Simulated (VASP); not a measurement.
# W (Im-3m) in VASP: notebook

W is run at these levels: PBE+D3(BJ); tasks: single point, relaxation of cell and atoms.

All numbers are computed with VASP 6.6.1; they aren't measurements. Logs are shortened: lines on timing, memory, paths and dates and some standing lists are left out, and cuts for length are marked.

## 1. The cell of the first run

Symmetry: Im-3m, No. 229, cubic system. Conventional cell: a = 3.159 Å, b = 3.159 Å, c = 3.159 Å, α = 90.00°, β = 90.00°, γ = 90.00°. Within 3.6 Å of W (site symmetry m-3m) lie 14 W at 2.74 to 3.16 Å.

## 2. Single point, PBE+D3(BJ)

INCAR reads:

```
ALGO = Normal
EDIFF = 1E-6
ENCUT = 520
GGA = PE
ISIF = 2
ISMEAR = 0
IVDW = 12
LASPH = T
LCHARG = T
LELF = T
LREAL = F
LVHAR = T
LWAVE = F
NBANDS = 13
NELM = 100
PREC = Accurate
SIGMA = 0.1
```

KPOINTS reads:

```
k-points
0
Gamma
  18 18 18
```

POSCAR reads:

```
W
1.0
   -1.5796874840      1.5796874840      1.5796874840
    1.5796874840     -1.5796874840      1.5796874840
    1.5796874840      1.5796874840     -1.5796874840
W
1
Direct
    0.0000000000      0.0000000000      0.0000000000
```

Potentials or basis: VASP PAW PBE potentials, release 64 (W_sv).

On the command line:

```bash
$ cat potpaw_PBE.64/W_sv/POTCAR > POTCAR
$ mpirun -np 1 vasp_std > vasp.out
```

OUTCAR:

```text
EDIFF = 1E-6
   ENCUT = 520
   GGA = PE
   ISIF = 2
   ISMEAR = 0
   IVDW = 12
   LASPH = T
   LREAL = F
   NELM = 100
   PREC = Accurate
 IVDW          = 12

 ion  position               nearest neighbor table
   1  0.000  0.000  0.000-

  LATTYP: Found a body centered cubic cell.
 ALAT       =     3.1593749680

  Lattice vectors:

 A1 = (  -1.5796874840,   1.5796874840,   1.5796874840)
 A2 = (   1.5796874840,  -1.5796874840,   1.5796874840)
 A3 = (   1.5796874840,   1.5796874840,  -1.5796874840)

Analysis of symmetry for initial positions (statically):
=====================================================================
 Subroutine PRICEL returns:
 Original cell was already a primitive cell.

 Routine SETGRP: Setting up the symmetry group for a
 body centered cubic supercell.

 Subroutine GETGRP returns: Found 48 space group operations
 (whereof 48 operations were pure point group operations)
 out of a pool of 48 trial point group operations.

The static configuration has the point symmetry O_h .

Analysis of symmetry for dynamics (positions and initial velocities):
=====================================================================
 Subroutine PRICEL returns:
 Original cell was already a primitive cell.

 Routine SETGRP: Setting up the symmetry group for a
 body centered cubic supercell.

 Subroutine GETGRP returns: Found 48 space group operations
 (whereof 48 operations were pure point group operations)
 out of a pool of 48 trial point group operations.

The dynamic configuration has the point symmetry O_h .

 Subroutine INISYM returns: Found 48 space group operations
 (whereof 48 operations are pure point group operations),
 and found     1 'primitive' translations

----------------------------------------------------------------------------------------

                                     Primitive cell

  volume of cell :      15.7679

  direct lattice vectors                    reciprocal lattice vectors
    -1.579687484  1.579687484  1.579687484     0.000000000  0.316518302  0.316518302
     1.579687484 -1.579687484  1.579687484     0.316518302  0.000000000  0.316518302
     1.579687484  1.579687484 -1.579687484     0.316518302  0.316518302  0.000000000

  length of vectors
     2.736098982  2.736098982  2.736098982     0.447624475  0.447624475  0.447624475

  position of ions in fractional coordinates (direct lattice)
     0.000000000  0.000000000  0.000000000

  ion indices of the primitive-cell ions
   primitive index   ion index
                 1           1

----------------------------------------------------------------------------------------

 KPOINTS: k-points

Automatic generation of k-mesh.
 Grid dimensions read from file:
 generate k-points for:   18   18   18

 Generating k-lattice:

  Cartesian coordinates                     Fractional coordinates (reciprocal lattice)
     0.000000000  0.017584350  0.017584350     0.055555556  0.000000000  0.000000000
     0.017584350  0.000000000  0.017584350     0.000000000  0.055555556  0.000000000
     0.017584350  0.017584350  0.000000000     0.000000000  0.000000000  0.055555556

  Length of vectors
     0.024868026  0.024868026  0.024868026

  Shift w.r.t. Gamma in fractional coordinates (k-lattice)
     0.000000000  0.000000000  0.000000000

 Subroutine IBZKPT returns following result:
 ===========================================

 Found    195 irreducible k-points:

 Following reciprocal coordinates:
            Coordinates               Weight
  0.000000  0.000000  0.000000      1.000000
  0.055556  0.000000  0.000000     12.000000
  0.111111  0.000000  0.000000     12.000000
  0.166667  0.000000  0.000000     12.000000
  0.222222  0.000000  0.000000     12.000000
  0.277778  0.000000  0.000000     12.000000
[... 16 lines left out ...]
  0.333333  0.111111 -0.000000     48.000000
  0.388889  0.111111  0.000000     48.000000
 [... further k-points ...]
   k-points           NKPTS =    195   k-points in BZ     NKDIM =    195   number of bands    NBANDS=     13
   number of dos      NEDOS =    301   number of ions     NIONS =      1
   total plane-waves  NPLWV =   8000
   dimension x,y,z NGX =    20 NGY =   20 NGZ =   20
   dimension x,y,z NGXF=    40 NGYF=   40 NGZF=   40
   ions per type =               1
   NGX,Y,Z   is equivalent  to a cutoff of  12.15, 12.15, 12.15 a.u.
   NGXF,Y,Z  is equivalent  to a cutoff of  24.30, 24.30, 24.30 a.u.
 SYSTEM =  unknown system
   PREC   = accura    normal or accurate (medium, high low for compatibility)
   ISTART =      0    job   : 0-new  1-cont  2-samecut
   ICHARG =      2    charge: 1-file 2-atom 10-const
   ISPIN  =      1    spin polarized calculation?
   LNONCOLLINEAR =      F non collinear calculations
   LSORBIT =      F    spin-orbit coupling
   LASPH  =      T    aspherical Exc in radial PAW
   ENCUT  =  520.0 eV  38.22 Ry    6.18 a.u.   5.09  5.09  5.09*2*pi/ulx,y,z
   NELM   =    100;   NELMIN=  2; NELMDL= -5     # of ELM steps
   EDIFF  = 0.1E-05   stopping-criterion for ELM
   LREAL  =      F    real-space projection
   EDIFFG = 0.1E-04   stopping-criterion for IOM
   NSW    =      0    number of steps for IOM
   IBRION =     -1    ionic relax: 0-MD 1-quasi-New 2-CG
   NFREE  =      0    steps in history (QN), initial steepest desc. (CG)
   ISIF   =      2    stress and relaxation
   ISYM   =      2    0-nonsym 1-usesym 2-fastsym
   POTIM  = 0.5000    time-step for ionic-motion
   TEBEG  =    0.0;   TEEND  =   0.0 temperature during run
   PSTRESS=    0.0 pullay stress
   NELECT =      14.0000    total number of electrons
   NUPDOWN=      -1.0000    fix difference up-down
   EMIN   =  10.00;   EMAX   =-10.00  energy-range for DOS
   EFERMI =   0.00;   METHOD = LEGACY
   ISMEAR =     0;   SIGMA  =   0.10  broadening in eV -4-tet -1-fermi 0-gaus
   EFERMI_NEDOS =   21; number of points for ismear=-14 and -15
   IALGO  =     38    algorithm
   IMIX   =      4    mixing-type and parameters
     AMIX     =   0.40;   BMIX     =  1.00
     AMIX_MAG =   1.60;   BMIX_MAG =  1.00
  volume/ion in A,a.u.               =      15.77       106.41
  Fermi-wavevector in a.u.,A,eV,Ry     =   1.573474  2.973435 33.685597  2.475822
  Thomas-Fermi vector in A             =   2.674753
   LORBIT       =      0    0 simple, 1 ext, 2 COOP (PROOUT), +10 PAW based schemes
   GGA     = PE    functional components
   LHFCALC =     F    Hartree Fock is set to
   AEXX    =    0.0000 exact exchange contribution
   IVDW    =    12    specifies the selected vdW correction
   LEPSILON=     F    determine dielectric tensor
   LRPA    =     F    only Hartree local field effects (RPA)
 non-spin polarized calculation
 Gauss-broadening in eV      SIGMA  =   0.10
  energy-cutoff  :      520.00
  volume of cell :       15.77
 maximum number of plane-waves:       438
   NGX = 11   NGY = 11   NGZ = 11

 number of electron      14.0000004 magnetization

 Free energy of the ion-electron system (eV)
  ---------------------------------------------------
  ext. energy  EPLUGINS =         0.00000000
  ---------------------------------------------------
  free energy    TOTEN  =       -12.94150572 eV

  energy without entropy =      -12.93806199  energy(sigma->0) =      -12.93978386

 E-fermi :  11.5172     XC(G=0): -13.6704

 val. band max:       11.5142986167   @ k =  -0.2778   0.3333   0.2222
 cond. band min:      11.5283120497   @ k =   0.5000   0.5000   0.2222
 fundamental gap:      0.0140134330
 Fermi energy:        11.5172133786

 k-point     1 :       0.0000    0.0000    0.0000
  band No.  band energies     occupation
      1     -62.6523      2.00000
      2     -26.2065      2.00000
      3     -26.2065      2.00000
      4     -26.2065      2.00000
      5       1.8538      2.00000
      6      10.2845      2.00000
      7      10.2845      2.00000
      8      10.2845      2.00000
      9      13.7965      0.00000
     10      13.7965      0.00000
     11      26.0494      0.00000
     12      26.0494      0.00000
     13      26.0494      0.00000

 k-point     2 :       0.0556    0.0000    0.0000
  band No.  band energies     occupation
      1     -62.6481      2.00000
      2     -26.2494      2.00000
      3     -26.2199      2.00000
      4     -26.2067      2.00000
      5       2.0048      2.00000
      6      10.1919      2.00000
      7      10.2639      2.00000
      8      10.4300      2.00000
      9      13.6462      0.00000
     10      13.7971      0.00000
     11      26.1799      0.00000
     12      26.3060      0.00000
     13      26.4249      0.00000

 k-point     3 :       0.1111    0.0000    0.0000
  band No.  band energies     occupation
      1     -62.6363      2.00000
      2     -26.3715      2.00000
      3     -26.2581      2.00000
      4     -26.2074      2.00000
      5       2.4407      2.00000
      6       9.9363      2.00000
      7      10.1746      2.00000
      8      10.8617      2.00000
      9      13.3251      0.00000
     10      13.8062      0.00000
     11      26.5084      0.00000
     12      27.0520      0.00000
     13      27.3847      0.00000
[... 305 lines left out ...]
 k-point    23 :       0.3333    0.1111   -0.0000
  band No.  band energies     occupation
      1     -62.5260      2.00000
      2     -27.3466      2.00000
      3     -26.6236      2.00000
      4     -26.2705      2.00000
      5       5.6611      2.00000
      6       8.2251      2.00000
      7      10.2022      2.00000
      8      13.4816      0.00000
      9      14.6782      0.00000
     10      16.9456      0.00000
     11      23.6091      0.00000
     12      24.9275      0.00000
     13      29.4454      0.00000

 k-point    24 :       0.3889    0.1111    0.0000
  band No.  band energies     occupation
      1     -62.5147      2.00000
      2     -27.4363      2.00000
      3     -26.6679      2.00000
      4     -26.2720      2.00000
      5       5.6534      2.00000
      6       8.0825      2.00000
      7      10.9384      2.00000
      8      13.5678      0.00000
      9      14.9105      0.00000
     10      17.9994      0.00000
     11      22.5233      0.00000
     12      24.1178      0.00000
     13      28.4237      0.00000

 [... further k-points ...]

------------------------ aborting loop because EDIFF is reached ----------------------------------------

 Edisp (eV)   -0.69911

 E8    (eV) :    -0.3585

  FORCE on cell =-STRESS in cart. coord.  units (eV):
  Direction    XX          YY          ZZ          XY          YZ          ZX
  --------------------------------------------------------------------------------------
  -------------------------------------------------------------------------------------
  Total       0.05699     0.05699     0.05699     0.00000     0.00000     0.00000
  in kB       5.79075     5.79075     5.79075     0.00000     0.00000     0.00000
  external pressure =        5.79 kB  Pullay stress =        0.00 kB

 VOLUME and BASIS-vectors are now :
 -----------------------------------------------------------------------------
  energy-cutoff  :      520.00
  volume of cell :       15.77
      direct lattice vectors                 reciprocal lattice vectors
    -1.579687484  1.579687484  1.579687484     0.000000000  0.316518302  0.316518302
     1.579687484 -1.579687484  1.579687484     0.316518302  0.000000000  0.316518302
     1.579687484  1.579687484 -1.579687484     0.316518302  0.316518302  0.000000000

 POSITION                                       TOTAL-FORCE (eV/Angst)
 -----------------------------------------------------------------------------------
      0.00000      0.00000      0.00000         0.000000      0.000000      0.000000
 -----------------------------------------------------------------------------------
    total drift:                               -0.000000     -0.000000      0.000000

  FREE ENERGIE OF THE ION-ELECTRON SYSTEM (eV)
  ---------------------------------------------------
  free  energy   TOTEN  =       -13.6406171013 eV

  energy  without entropy=      -13.6371733635  energy(sigma->0) =      -13.63889523
```

It took 44 s on 1 thread of AMD EPYC 7R43 (Zen 3), shared host; peak memory 0.12 GiB.

Results:

- Free energy: -13.6406 eV
- Pressure: 0.6 GPa
- Band gap on the k mesh: zero (band 7 reaches 16.73 eV, above the bottom of band 8 at 10.28 eV)
- Dispersion energy per atom: -0.699 eV

Caveat: spin-orbit coupling is left out, which moves the levels of the heavy elements; pairwise dispersion overbinds metals, which lowers pressure and volume.

(Continued in part 2 of 2.)
